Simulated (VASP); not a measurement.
# Cu (Fm-3m) in VASP: relaxation of cell and atoms with PBE

Aim: the relaxation of cell and atoms of Cu with PBE.

Program: VASP 6.6.1. These are calculated values, not measurements. Logs are shortened: lines on timing, memory, paths and dates and some standing lists are left out, and cuts for length are marked.

## Step 1: The cell of the first run

Symmetry: Fm-3m, No. 225, cubic system. The conventional cell has a = 3.632 Å, b = 3.632 Å, c = 3.632 Å, α = 90.00°, β = 90.00°, γ = 90.00°. Cu (site symmetry m-3m) has 12 Cu at 2.57 Å within 3.4 Å.

## Step 2: Relaxation of cell and atoms, PBE

The input, INCAR:

```
SYSTEM = Cu
ALGO = Fast ; EDIFF = 1E-6
EDIFFG = -0.01 ; ENCUT = 600
GGA = PE ; IBRION = 2
ISIF = 3 ; ISMEAR = 0
LASPH = .TRUE. ; LCHARG = .FALSE.
LREAL = .FALSE. ; LWAVE = .FALSE.
NELM = 80 ; NSW = 65
PREC = Accurate ; SIGMA = 0.1
```

The input, KPOINTS:

```
k-points
0
G
  18 18 7
  0 0 0
```

The input, POSCAR:

```
Cu
1.0
    2.5679503869      0.0000000000      0.0000000000
   -1.2839751935      2.2239102707      0.0000000000
    0.0000000000      0.0000000000      6.2900906228
Cu
3
Direct
    0.0000000000      0.0000000000      0.0000000000
    0.3333333333      0.6666666667      0.3333333333
    0.6666666667      0.3333333333      0.6666666667
```

Potentials or basis: VASP PAW PBE potentials, release 64 (Cu).

Started as:

```
cat potpaw_PBE.64/Cu/POTCAR > POTCAR
mpirun -np 1 vasp_std > vasp.out
```

OUTCAR:

```text
SYSTEM = Cu
   EDIFF = 1E-6
   EDIFFG = -0.01
   ENCUT = 600
   GGA = PE
   IBRION = 2
   ISIF = 3
   ISMEAR = 0
   LASPH = .TRUE.
   LREAL = .FALSE.
   NELM = 80
   NSW = 65
   PREC = Accurate

 ion  position               nearest neighbor table
   1  0.000  0.000  0.000-   2 2.57   3 2.57   3 2.57   2 2.57   3 2.57   2 2.57
   2  0.333  0.667  0.333-   1 2.57   1 2.57   1 2.57   3 2.57   3 2.57   3 2.57
   3  0.667  0.333  0.667-   1 2.57   1 2.57   1 2.57   2 2.57   2 2.57   2 2.57

  LATTYP: Found a hexagonal cell.
 ALAT       =     2.5679503869
 C/A-ratio  =     2.4494595592

  Lattice vectors:

 A1 = (   2.5679503869,   0.0000000000,   0.0000000000)
 A2 = (  -1.2839751935,   2.2239102707,   0.0000000000)
 A3 = (   0.0000000000,   0.0000000000,   6.2900906228)

Analysis of symmetry for initial positions (statically):
=====================================================================
 Subroutine PRICEL returns following result:

  LATTYP: Found a face centered cubic cell.
 ALAT       =     3.6316004308

  Lattice vectors:

 A1 = (   1.2839751933,  -0.7413034235,   2.0966968741)
 A2 = (  -0.0000000002,   1.4826068472,   2.0966968741)
 A3 = (  -1.2839751932,  -0.7413034237,   2.0966968747)

   3 primitive cells build up your supercell.

 Routine SETGRP: Setting up the symmetry group for a
 hexagonal supercell.

 Subroutine GETGRP returns: Found 12 space group operations
 (whereof 12 operations were pure point group operations)
 out of a pool of 24 trial point group operations.

The static configuration has the point symmetry D_3d.

Analysis of symmetry for dynamics (positions and initial velocities):
=====================================================================
 Subroutine PRICEL returns following result:

  LATTYP: Found a face centered cubic cell.
 ALAT       =     3.6316004308

  Lattice vectors:

 A1 = (   1.2839751933,  -0.7413034235,   2.0966968741)
 A2 = (  -0.0000000002,   1.4826068472,   2.0966968741)
 A3 = (  -1.2839751932,  -0.7413034237,   2.0966968747)

   3 primitive cells build up your supercell.

 Routine SETGRP: Setting up the symmetry group for a
 hexagonal supercell.

 Subroutine GETGRP returns: Found 12 space group operations
 (whereof 12 operations were pure point group operations)
 out of a pool of 24 trial point group operations.

The dynamic configuration has the point symmetry D_3d.

 Subroutine INISYM returns: Found 12 space group operations
 (whereof 12 operations are pure point group operations),
 and found     3 'primitive' translations

----------------------------------------------------------------------------------------

                                     Primitive cell

  volume of cell :      11.9740

  direct lattice vectors                    reciprocal lattice vectors
     1.283975193 -0.741303423  2.096696874     0.389415623 -0.224829215  0.158980221
    -0.000000000  1.482606847  2.096696874    -0.000000000  0.449658430  0.158980221
    -1.283975193 -0.741303424  2.096696875    -0.389415623 -0.224829215  0.158980221

  length of vectors
     2.567929291  2.567929291  2.567929292     0.476935440  0.476935440  0.476935440

  position of ions in fractional coordinates (direct lattice)
     0.000000000  0.000000000  0.000000000

  ion indices of the primitive-cell ions
   primitive index   ion index
                 1           1

----------------------------------------------------------------------------------------

 KPOINTS: k-points

Automatic generation of k-mesh.
 Grid dimensions read from file:
 generate k-points for:   18   18    7

 Generating k-lattice:

  Cartesian coordinates                     Fractional coordinates (reciprocal lattice)
     0.021634201  0.012490512  0.000000000     0.055555556  0.000000000  0.000000000
     0.000000000  0.024981024  0.000000000     0.000000000  0.055555556  0.000000000
     0.000000000  0.000000000  0.022711460     0.000000000  0.000000000  0.142857143

  Length of vectors
     0.024981024  0.024981024  0.022711460

  Shift w.r.t. Gamma in fractional coordinates (k-lattice)
     0.000000000  0.000000000  0.000000000

 Subroutine IBZKPT returns following result:
 ===========================================

 Found    229 irreducible k-points:

 Following reciprocal coordinates:
            Coordinates               Weight
  0.000000  0.000000  0.000000      1.000000
  0.055556 -0.000000  0.000000      6.000000
  0.111111 -0.000000  0.000000      6.000000
  0.166667  0.000000  0.000000      6.000000
  0.222222 -0.000000  0.000000      6.000000
  0.277778 -0.000000  0.000000      6.000000
[... 16 lines left out ...]
  0.333333  0.111111  0.000000     12.000000
  0.388889  0.111111  0.000000     12.000000
 [... further k-points ...]
   k-points           NKPTS =    229   k-points in BZ     NKDIM =    229   number of bands    NBANDS=     20
   number of dos      NEDOS =    301   number of ions     NIONS =      3
   total plane-waves  NPLWV =  28800
   dimension x,y,z NGX =    24 NGY =   24 NGZ =   50
   dimension x,y,z NGXF=    48 NGYF=   48 NGZF=  100
   ions per type =               3
   NGX,Y,Z   is equivalent  to a cutoff of  15.54, 15.54, 13.21 a.u.
   NGXF,Y,Z  is equivalent  to a cutoff of  31.07, 31.07, 26.43 a.u.
 SYSTEM =  Cu
   PREC   = accura    normal or accurate (medium, high low for compatibility)
   ISTART =      0    job   : 0-new  1-cont  2-samecut
   ICHARG =      2    charge: 1-file 2-atom 10-const
   ISPIN  =      1    spin polarized calculation?
   LNONCOLLINEAR =      F non collinear calculations
   LSORBIT =      F    spin-orbit coupling
   LASPH  =      T    aspherical Exc in radial PAW
   ENCUT  =  600.0 eV  44.10 Ry    6.64 a.u.   5.13  5.13 12.56*2*pi/ulx,y,z
   NELM   =     80;   NELMIN=  2; NELMDL= -5     # of ELM steps
   EDIFF  = 0.1E-05   stopping-criterion for ELM
   LREAL  =      F    real-space projection
   EDIFFG = -.1E-01   stopping-criterion for IOM
   NSW    =     65    number of steps for IOM
   IBRION =      2    ionic relax: 0-MD 1-quasi-New 2-CG
   NFREE  =      1    steps in history (QN), initial steepest desc. (CG)
   ISIF   =      3    stress and relaxation
   ISYM   =      2    0-nonsym 1-usesym 2-fastsym
   POTIM  = 0.5000    time-step for ionic-motion
   TEBEG  =    0.0;   TEEND  =   0.0 temperature during run
   PSTRESS=    0.0 pullay stress
   NELECT =      33.0000    total number of electrons
   NUPDOWN=      -1.0000    fix difference up-down
   EMIN   =  10.00;   EMAX   =-10.00  energy-range for DOS
   EFERMI =   0.00;   METHOD = LEGACY
   ISMEAR =     0;   SIGMA  =   0.10  broadening in eV -4-tet -1-fermi 0-gaus
   EFERMI_NEDOS =   21; number of points for ismear=-14 and -15
   IALGO  =     68    algorithm
   IMIX   =      4    mixing-type and parameters
     AMIX     =   0.40;   BMIX     =  1.00
     AMIX_MAG =   1.60;   BMIX_MAG =  1.00
  volume/ion in A,a.u.               =      11.97        80.80
  Fermi-wavevector in a.u.,A,eV,Ry     =   1.591448  3.007401 34.459582  2.532708
  Thomas-Fermi vector in A             =   2.689987
   LORBIT       =      0    0 simple, 1 ext, 2 COOP (PROOUT), +10 PAW based schemes
   GGA     = PE    functional components
   LHFCALC =     F    Hartree Fock is set to
   AEXX    =    0.0000 exact exchange contribution
   IVDW    =     0    specifies the selected vdW correction
   LEPSILON=     F    determine dielectric tensor
   LRPA    =     F    only Hartree local field effects (RPA)
 conjugate gradient relaxation of ions
 non-spin polarized calculation
 RMM-DIIS sequential band-by-band and
 Gauss-broadening in eV      SIGMA  =   0.10
  energy-cutoff  :      600.00
  volume of cell :       35.92
 maximum number of plane-waves:      1213
 NGX is ok and might be reduce to    24
   NGX = 11   NGY = 11   NGZ = 25

--------------------------------------- Ionic step        1  -------------------------------------------

 number of electron      33.0000013 magnetization

 Free energy of the ion-electron system (eV)
  ---------------------------------------------------
  ext. energy  EPLUGINS =         0.00000000
  ---------------------------------------------------
  free energy    TOTEN  =       -11.18748119 eV

  energy without entropy =      -11.18343730  energy(sigma->0) =      -11.18545925

------------------------ aborting loop because EDIFF is reached ----------------------------------------

  FORCE on cell =-STRESS in cart. coord.  units (eV):
  Direction    XX          YY          ZZ          XY          YZ          ZX
  --------------------------------------------------------------------------------------
  -------------------------------------------------------------------------------------
  Total        0.1330674      0.1330674      0.0443226     -0.0000000      0.0000000      0.0000000
  in kB        5.9350096      5.9350096      1.9768557     -0.0000000      0.0000000      0.0000000
  external PRESSURE =       4.6156250 kB  Pullay stress =       0.0000000 kB
[... 133 lines left out ...]
  energy  without entropy=      -11.1836048270  energy(sigma->0) =      -11.18562892

--------------------------------------- Ionic step        5  -------------------------------------------

 number of electron      33.0000015 magnetization

 Free energy of the ion-electron system (eV)
  ---------------------------------------------------
  ext. energy  EPLUGINS =         0.00000000
  ---------------------------------------------------
  free energy    TOTEN  =       -11.18766978 eV

  energy without entropy =      -11.18361349  energy(sigma->0) =      -11.18564164

 E-fermi :   7.3580     XC(G=0): -12.6262

 val. band max:        7.3395584361   @ k =   0.0556   0.0556   0.4286
 cond. band min:       7.3661076451   @ k =   0.4444   0.0556   0.0000
 fundamental gap:      0.0265492090
 Fermi energy:         7.3579566072

 k-point     1 :       0.0000    0.0000    0.0000
  band No.  band energies     occupation
      1      -1.8464      2.00000
      2       1.4938      2.00000
      3       1.4938      2.00000
      4       4.4002      2.00000
      5       4.4002      2.00000
      6       4.4061      2.00000
[... 12 lines left out ...]
     19      15.9057      0.00000
[... 513 lines left out ...]
      4       3.1507      2.00000
      5       3.8624      2.00000
      6       4.0432      2.00000
[... 12 lines left out ...]
     19      11.5209      0.00000
     20      14.1121      0.00000

 [... further k-points ...]
[... 5 lines left out ...]
  --------------------------------------------------------------------------------------
  -------------------------------------------------------------------------------------
  Total        0.0215629      0.0215629     -0.0208158     -0.0000000      0.0000000      0.0000000
  in kB        0.9584733      0.9584733     -0.9252667     -0.0000000      0.0000000      0.0000000
  external PRESSURE =       0.3305600 kB  Pullay stress =       0.0000000 kB
[... 18 lines left out ...]
  FREE ENERGIE OF THE ION-ELECTRON SYSTEM (eV)
  ---------------------------------------------------
  free  energy   TOTEN  =       -11.1876697850 eV

  energy  without entropy=      -11.1836134856  energy(sigma->0) =      -11.18564164

 reached required accuracy - stopping structural energy minimisation
```

Wall time 4.2 min (1 thread of Intel Xeon 6975P-C (Granite Rapids), shared host); peak memory 0.29 GiB.

What came out:

```
Free energy                            : -11.1877 eV
Relaxed volume                         : 12.01 Å³/atom
Relaxed cell                           : a = 2.572 Å, b = 2.572 Å, c = 6.291 Å, α = 90.00°, β = 90.00°, γ = 120.00°
Space group after relaxing (to 0.05 Å) : Fm-3m (No. 225)
Energy gained by relaxing              : 0.1 meV/atom
Ionic steps                            : 5
Pressure after relaxing                : 0.0 GPa
```

Step by step:
```csv
step,energy change (eV),largest force (eV/Å),pressure (GPa),volume (Å³)
1,0.0000,0.0000,0.46,35.92
2,-0.0001,0.0000,-0.57,36.10
3,-0.0002,0.0000,-0.07,36.04
4,-0.0002,0.0000,0.12,36.03
5,-0.0002,0.0000,0.03,36.04
```

Final structure:
```
Cu
1.0
     2.57217    0.00000    0.00000
    -1.28608    2.22756    0.00000
     0.00000    0.00000    6.29085
Cu
3
Cartesian
  1.2861 2.2276 0.0000
  0.0000 1.4850 2.0969
  1.2861 0.7425 4.1939
```
